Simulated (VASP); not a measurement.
# CaSe (I-4m2) in VASP: a series of runs

The runs below take CaSe through single point, with PBE.

Everything below comes from runs of VASP 6.6.1. Logs are shortened: lines on timing, memory, paths and dates and some standing lists are left out, and cuts for length are marked.

## 1. The cell of the first run

It takes space group I-4m2 (No. 119, tetragonal). The conventional cell has a = 4.667 Å, b = 4.667 Å, c = 6.072 Å, α = 90.00°, β = 90.00°, γ = 90.00°. Within 3.7 Å of Ca (site symmetry -4m2) lie 4 Se at 2.78 Å. Se (site symmetry -4m2) has 4 Ca at 2.78 Å within 3.7 Å.

## 2. Single point, PBE (strain +0.000 along x and y, -0.080 along z)

The input, INCAR:

```
PREC = Accurate
ENCUT = 520
EDIFF = 1E-7
ISMEAR = 0
SIGMA = 0.05
LREAL = False
LASPH = True
NELM = 100
ALGO = Normal
ISIF = 2
LWAVE = False
LCHARG = True
GGA = PE
LELF = True
LVHAR = True
NBANDS = 15
```

The input, KPOINTS:

```
Automatic mesh
0
Gamma
  6 6 6
```

The input, POSCAR:

```
CaSe
1.0
    0.0000000000      3.3000000000      3.0360000000
    3.3000000000      0.0000000000      3.0360000000
    3.3000000000      3.3000000000      0.0000000000
Ca Se
1 1
Direct
    0.0000000000      0.0000000000      0.0000000000
    0.7500000000      0.7500000000      0.7500000000
```

Potentials or basis: VASP PAW PBE potentials, release 64 (Ca_sv, Se).

Command:

```sh
$ cat potpaw_PBE.64/Ca_sv/POTCAR potpaw_PBE.64/Se/POTCAR > POTCAR
$ mpirun -np 1 vasp_std > vasp.out
```

OUTCAR:

```text
PREC = Accurate
   ENCUT = 520
   EDIFF = 1E-7
   ISMEAR = 0
   LREAL = False
   LASPH = True
   NELM = 100
   ISIF = 2
   GGA = PE

 ion  position               nearest neighbor table
   1  0.000  0.000  0.000-   2 2.78   2 2.78   2 2.78   2 2.78
   2  0.750  0.750  0.750-   1 2.78   1 2.78   1 2.78   1 2.78

  LATTYP: Found a body centered tetragonal cell.
 ALAT       =     4.6669047558
 C/A-ratio  =     1.3010764774

  Lattice vectors:

 A1 = (   0.0000000000,  -3.3000000000,  -3.0360000000)
 A2 = (   0.0000000000,   3.3000000000,  -3.0360000000)
 A3 = (   3.3000000000,   0.0000000000,   3.0360000000)

Analysis of symmetry for initial positions (statically):
=====================================================================
 Subroutine PRICEL returns:
 Original cell was already a primitive cell.

 Routine SETGRP: Setting up the symmetry group for a
 body centered tetragonal supercell.

 Subroutine GETGRP returns: Found  8 space group operations
 (whereof  8 operations were pure point group operations)
 out of a pool of 16 trial point group operations.

The static configuration has the point symmetry D_2d.

Analysis of symmetry for dynamics (positions and initial velocities):
=====================================================================
 Subroutine PRICEL returns:
 Original cell was already a primitive cell.

 Routine SETGRP: Setting up the symmetry group for a
 body centered tetragonal supercell.

 Subroutine GETGRP returns: Found  8 space group operations
 (whereof  8 operations were pure point group operations)
 out of a pool of 16 trial point group operations.

The dynamic configuration has the point symmetry D_2d.

 Subroutine INISYM returns: Found  8 space group operations
 (whereof  8 operations are pure point group operations),
 and found     1 'primitive' translations

----------------------------------------------------------------------------------------

                                     Primitive cell

  volume of cell :      66.1241

  direct lattice vectors                    reciprocal lattice vectors
     0.000000000  3.300000000  3.036000000    -0.151515152  0.151515152  0.164690382
     3.300000000  0.000000000  3.036000000     0.151515152 -0.151515152  0.164690382
     3.300000000  3.300000000  0.000000000     0.151515152  0.151515152 -0.164690382

  length of vectors
     4.484115966  4.484115966  4.666904756     0.270252852  0.270252852  0.270252852

  position of ions in fractional coordinates (direct lattice)
     0.000000000  0.000000000  0.000000000
     0.750000000  0.750000000  0.750000000

  ion indices of the primitive-cell ions
   primitive index   ion index
                 1           1
                 2           2

----------------------------------------------------------------------------------------

 KPOINTS: Automatic mesh

Automatic generation of k-mesh.
 Grid dimensions read from file:
 generate k-points for:    6    6    6

 Generating k-lattice:

  Cartesian coordinates                     Fractional coordinates (reciprocal lattice)
    -0.025252525  0.025252525  0.027448397     0.166666667  0.000000000  0.000000000
     0.025252525 -0.025252525  0.027448397     0.000000000  0.166666667  0.000000000
     0.025252525  0.025252525 -0.027448397     0.000000000  0.000000000  0.166666667

  Length of vectors
     0.045042142  0.045042142  0.045042142

  Shift w.r.t. Gamma in fractional coordinates (k-lattice)
     0.000000000  0.000000000  0.000000000

 Subroutine IBZKPT returns following result:
 ===========================================

 Found     30 irreducible k-points:

 Following reciprocal coordinates:
            Coordinates               Weight
  0.000000  0.000000  0.000000      1.000000
  0.166667  0.000000  0.000000      8.000000
  0.333333  0.000000  0.000000      8.000000
  0.500000  0.000000  0.000000      4.000000
  0.166667  0.166667  0.000000      2.000000
  0.333333  0.166667  0.000000      8.000000
[... 16 lines left out ...]
  0.333333  0.000000  0.333333      4.000000
  0.500000  0.000000  0.333333     16.000000
 [... further k-points ...]
   k-points           NKPTS =     30   k-points in BZ     NKDIM =     30   number of bands    NBANDS=     15
   number of dos      NEDOS =    301   number of ions     NIONS =      2
   total plane-waves  NPLWV =  46656
   dimension x,y,z NGX =    36 NGY =   36 NGZ =   36
   dimension x,y,z NGXF=    72 NGYF=   72 NGZF=   72
   ions per type =               1   1
   NGX,Y,Z   is equivalent  to a cutoff of  13.35, 13.35, 12.82 a.u.
   NGXF,Y,Z  is equivalent  to a cutoff of  26.69, 26.69, 25.65 a.u.
 SYSTEM =  unknown system
   PREC   = accura    normal or accurate (medium, high low for compatibility)
   ISTART =      0    job   : 0-new  1-cont  2-samecut
   ICHARG =      2    charge: 1-file 2-atom 10-const
   ISPIN  =      1    spin polarized calculation?
   LNONCOLLINEAR =      F non collinear calculations
   LSORBIT =      F    spin-orbit coupling
   LASPH  =      T    aspherical Exc in radial PAW
   ENCUT  =  520.0 eV  38.22 Ry    6.18 a.u.   8.34  8.34  8.68*2*pi/ulx,y,z
   NELM   =    100;   NELMIN=  2; NELMDL= -5     # of ELM steps
   EDIFF  = 0.1E-06   stopping-criterion for ELM
   LREAL  =      F    real-space projection
   EDIFFG = 0.1E-05   stopping-criterion for IOM
   NSW    =      0    number of steps for IOM
   IBRION =     -1    ionic relax: 0-MD 1-quasi-New 2-CG
   NFREE  =      0    steps in history (QN), initial steepest desc. (CG)
   ISIF   =      2    stress and relaxation
   ISYM   =      2    0-nonsym 1-usesym 2-fastsym
   POTIM  = 0.5000    time-step for ionic-motion
   TEBEG  =    0.0;   TEEND  =   0.0 temperature during run
   PSTRESS=    0.0 pullay stress
   NELECT =      16.0000    total number of electrons
   NUPDOWN=      -1.0000    fix difference up-down
   EMIN   =  10.00;   EMAX   =-10.00  energy-range for DOS
   EFERMI =   0.00;   METHOD = LEGACY
   ISMEAR =     0;   SIGMA  =   0.05  broadening in eV -4-tet -1-fermi 0-gaus
   EFERMI_NEDOS =   21; number of points for ismear=-14 and -15
   IALGO  =     38    algorithm
   IMIX   =      4    mixing-type and parameters
     AMIX     =   0.40;   BMIX     =  1.00
     AMIX_MAG =   1.60;   BMIX_MAG =  1.00
  volume/ion in A,a.u.               =      33.06       223.11
  Fermi-wavevector in a.u.,A,eV,Ry     =   1.020144  1.927793 14.159507  1.040694
  Thomas-Fermi vector in A             =   2.153697
   LORBIT       =      0    0 simple, 1 ext, 2 COOP (PROOUT), +10 PAW based schemes
   GGA     = PE    functional components
   LHFCALC =     F    Hartree Fock is set to
   AEXX    =    0.0000 exact exchange contribution
   IVDW    =     0    specifies the selected vdW correction
   LEPSILON=     F    determine dielectric tensor
   LRPA    =     F    only Hartree local field effects (RPA)
 non-spin polarized calculation
 Gauss-broadening in eV      SIGMA  =   0.05
  energy-cutoff  :      520.00
  volume of cell :       66.12
 maximum number of plane-waves:      1804
 NGX is ok and might be reduce to    36
   NGX = 17   NGY = 17   NGZ = 17

 number of electron      15.9999999 magnetization

 Free energy of the ion-electron system (eV)
  ---------------------------------------------------
  ext. energy  EPLUGINS =         0.00000000
  ---------------------------------------------------
  free energy    TOTEN  =        -8.92015278 eV

  energy without entropy =       -8.92015278  energy(sigma->0) =       -8.92015278

 E-fermi :   0.3598     XC(G=0):  -7.8727

 val. band max:        0.0610761226   @ k =   0.5000   0.0000   0.0000
 cond. band min:       3.3577587458   @ k =   0.0000   0.0000   0.0000
 fundamental gap:      3.2966826231
 Fermi energy:         0.3598448742

 k-point     1 :       0.0000    0.0000    0.0000
  band No.  band energies     occupation
      1     -38.8424      2.00000
      2     -19.8878      2.00000
      3     -19.8686      2.00000
      4     -19.8686      2.00000
      5     -10.4400      2.00000
      6      -0.1678      2.00000
      7      -0.1678      2.00000
      8      -0.0848      2.00000
      9       3.3578      0.00000
     10       5.2546      0.00000
     11       5.7008      0.00000
     12       7.5443      0.00000
     13       7.5443      0.00000
     14       7.8687      0.00000
     15       9.3013      0.00000

 k-point     2 :       0.1667    0.0000    0.0000
  band No.  band energies     occupation
      1     -38.8417      2.00000
      2     -19.8971      2.00000
      3     -19.8763      2.00000
      4     -19.8710      2.00000
      5     -10.3623      2.00000
      6      -0.5708      2.00000
      7      -0.1620      2.00000
      8      -0.0628      2.00000
      9       4.1530      0.00000
     10       5.1740      0.00000
     11       5.5370      0.00000
     12       7.1327      0.00000
     13       7.6100      0.00000
     14       7.7394      0.00000
     15       8.6844      0.00000

 k-point     3 :       0.3333    0.0000    0.0000
  band No.  band energies     occupation
      1     -38.8404      2.00000
      2     -19.9244      2.00000
      3     -19.8824      2.00000
      4     -19.8759      2.00000
      5     -10.2054      2.00000
      6      -1.1274      2.00000
      7      -0.1603      2.00000
      8       0.0231      2.00000
      9       5.1126      0.00000
     10       5.2806      0.00000
     11       5.5454      0.00000
     12       6.2917      0.00000
     13       7.1107      0.00000
     14       7.1923      0.00000
     15       8.4332      0.00000

 k-point     4 :       0.5000    0.0000    0.0000
  band No.  band energies     occupation
      1     -38.8398      2.00000
      2     -19.9391      2.00000
      3     -19.8842      2.00000
      4     -19.8783      2.00000
      5     -10.1260      2.00000
      6      -1.3287      2.00000
      7      -0.1642      2.00000
      8       0.0611      2.00000
      9       5.1994      0.00000
     10       5.5540      0.00000
     11       5.6543      0.00000
     12       5.9822      0.00000
     13       6.5860      0.00000
     14       6.7032      0.00000
     15       9.3028      0.00000
[... 307 lines left out ...]
 k-point    22 :      -0.3333    0.5000    0.1667
  band No.  band energies     occupation
      1     -38.8386      2.00000
      2     -19.9439      2.00000
      3     -19.8978      2.00000
      4     -19.8881      2.00000
      5     -10.0194      2.00000
      6      -0.9880      2.00000
      7      -0.5549      2.00000
      8      -0.1773      2.00000
      9       3.7220      0.00000
     10       5.0920      0.00000
     11       6.1210      0.00000
     12       6.3790      0.00000
     13       6.9151      0.00000
     14       8.6505      0.00000
     15       9.5432      0.00000

 k-point    23 :       0.3333    0.0000    0.3333
  band No.  band energies     occupation
      1     -38.8399      2.00000
      2     -19.9190      2.00000
      3     -19.9027      2.00000
      4     -19.8777      2.00000
      5     -10.1340      2.00000
      6      -1.2312      2.00000
      7      -0.0743      2.00000
      8       0.0382      2.00000
      9       3.8248      0.00000
     10       5.5351      0.00000
     11       6.1990      0.00000
     12       6.4351      0.00000
     13       6.7815      0.00000
     14       6.9453      0.00000
     15       9.4125      0.00000

 k-point    24 :       0.5000    0.0000    0.3333
  band No.  band energies     occupation
      1     -38.8393      2.00000
      2     -19.9304      2.00000
      3     -19.9059      2.00000
      4     -19.8820      2.00000
      5     -10.0550      2.00000
      6      -1.2592      2.00000
      7      -0.2357      2.00000
      8       0.0246      2.00000
      9       3.7600      0.00000
     10       5.1398      0.00000
     11       5.9758      0.00000
     12       6.5105      0.00000
     13       6.7453      0.00000
     14       8.0030      0.00000
     15       9.5454      0.00000

 [... further k-points ...]

------------------------ aborting loop because EDIFF is reached ----------------------------------------

  FORCE on cell =-STRESS in cart. coord.  units (eV):
  Direction    XX          YY          ZZ          XY          YZ          ZX
  --------------------------------------------------------------------------------------
  -------------------------------------------------------------------------------------
  Total        1.2413655      1.2413655      1.1470010      0.0000000      0.0000000      0.0000000
  in kB       30.0781155     30.0781155     27.7916762      0.0000000      0.0000000      0.0000000
  external PRESSURE =      29.3159691 kB  Pullay stress =       0.0000000 kB

 VOLUME and BASIS-vectors are now :
 -----------------------------------------------------------------------------
  energy-cutoff  :      520.00
  volume of cell :       66.12
      direct lattice vectors                 reciprocal lattice vectors
     0.000000000  3.300000000  3.036000000    -0.151515152  0.151515152  0.164690382
     3.300000000  0.000000000  3.036000000     0.151515152 -0.151515152  0.164690382
     3.300000000  3.300000000  0.000000000     0.151515152  0.151515152 -0.164690382

 POSITION                                       TOTAL-FORCE (eV/Angst)
 -----------------------------------------------------------------------------------
      0.00000      0.00000      0.00000        -0.000000     -0.000000     -0.000000
      4.95000      4.95000      4.55400         0.000000      0.000000      0.000000
 -----------------------------------------------------------------------------------
    total drift:                               -0.000000     -0.000000      0.000000

  FREE ENERGIE OF THE ION-ELECTRON SYSTEM (eV)
  ---------------------------------------------------
  free  energy   TOTEN  =        -8.9201527811 eV

  energy  without entropy=       -8.9201527811  energy(sigma->0) =       -8.92015278
```

It took 56 s on 1 thread of Intel Xeon 8259CL, shared host; peak memory 0.21 GiB.

Results:

```
Free energy            : -8.9202 eV
Pressure               : 2.9 GPa
Band gap on the k mesh : 3.30 eV (least direct gap 3.44 eV)
```

Stress tensor (GPa, compression positive):
```
3.01 0.00 0.00
0.00 3.01 0.00
0.00 0.00 2.78
```

Levels at points of the mesh, in eV from the valence-band top:
| k point | band 5 | band 6 | band 7 | band 8 | band 9 | band 10 | band 11 | band 12 |
| --- | --- | --- | --- | --- | --- | --- | --- | --- |
| (0.00, 0.00, 0.00) | -10.50 | -0.23 | -0.23 | -0.15 | 3.30 | 5.19 | 5.64 | 7.48 |
| (0.50, 0.00, 0.00) | -10.19 | -1.39 | -0.23 | 0.00 | 5.14 | 5.49 | 5.59 | 5.92 |
| (0.50, 0.50, 0.00) | -10.08 | -1.32 | -0.26 | -0.26 | 3.56 | 5.04 | 6.25 | 6.26 |
| (0.50, 0.00, 0.50) | -10.09 | -1.49 | -0.05 | -0.02 | 3.42 | 4.97 | 6.18 | 6.23 |

Caveat: the cell differs from its parent crystal (strain +0.000 along x and y, -0.080 along z).

[end of part 1 of 2]
